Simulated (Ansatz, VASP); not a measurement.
## P in VASP and in Ansatz

The input POSCAR:

```
P
1.0
    1.6582000000     -5.2420000000      0.0000000000
    1.6582000000      5.2420000000      0.0000000000
    0.0000000000      0.0000000000      4.3793000000
P
4
Direct
    0.8983800000      0.1016200000      0.0806800000
    0.6016200000      0.3983800000      0.5806800000
    0.1016200000      0.8983800000      0.9193200000
    0.3983800000      0.6016200000      0.4193200000
```

The input INCAR.step1:

```
  PREC = Accurate
  ENCUT = 520
  ISMEAR = 0
  SIGMA = 0.01
  LREAL = F
  LASPH = T
  NELM = 100
  NBANDS = 18
  GGA = PE
  ALGO = Normal
  EDIFF = 1E-4
  LWAVE = T
  LCHARG = F
```

INCAR.step2

```
  PREC = Accurate
  ENCUT = 520
  EDIFF = 1E-6
  ISMEAR = 0
  SIGMA = 0.01
  LREAL = F
  LASPH = T
  NELM = 100
  ALGO = Normal
  ISIF = 2
  LWAVE = F
  LCHARG = T
  METAGGA = R2SCAN
  LMIXTAU = T
  LELF = T
  LVHAR = T
  NBANDS = 18
  ISTART = 1
```

KPOINTS

```
Automatic mesh
0
Gamma
  6 6 4
```

Input for Ansatz:

```yaml
crystal:
  lattice:
    - [1.6582, -5.242, 0.0]
    - [1.6582, 5.242, 0.0]
    - [0.0, 0.0, 4.3793]
  atoms:
    - { symbol: P, position: [0.89838, 0.10162, 0.08068] }
    - { symbol: P, position: [0.60162, 0.39838, 0.58068] }
    - { symbol: P, position: [0.10162, 0.89838, 0.91932] }
    - { symbol: P, position: [0.39838, 0.60162, 0.41932] }
kpoints:
  mp_grid:
    grid: [6, 6, 4]
    shift: [0.0, 0.0, 0.0]
hamiltonian:
  xc: r2scan
scf:
  occupations:
    method: fixed
output:
  eigenvalues: true
```

Alike in both runs: task single point; functional r2SCAN; k mesh 6 × 6 × 4; no spin polarisation.

|  | VASP | Ansatz |
| --- | --- | --- |
| version | VASP 6.6.1 | Ansatz 0.2.0 |
| potentials or method | VASP PAW PBE potentials, release 64 (P) | plane waves, PAW |
| plane-wave cutoff (eV) | 520 | 500 |
| occupations | gaussian, width 0.01 eV | fixed |
| valence electrons in the cell | 20 | 20 |

|  | VASP | Ansatz | Ansatz less VASP |
| --- | --- | --- | --- |
| gap on the k mesh at the Fermi level (eV) | 0.15 | 0.16 | +0.010 |

VASP's potentials were made for PBE, not for r2SCAN.
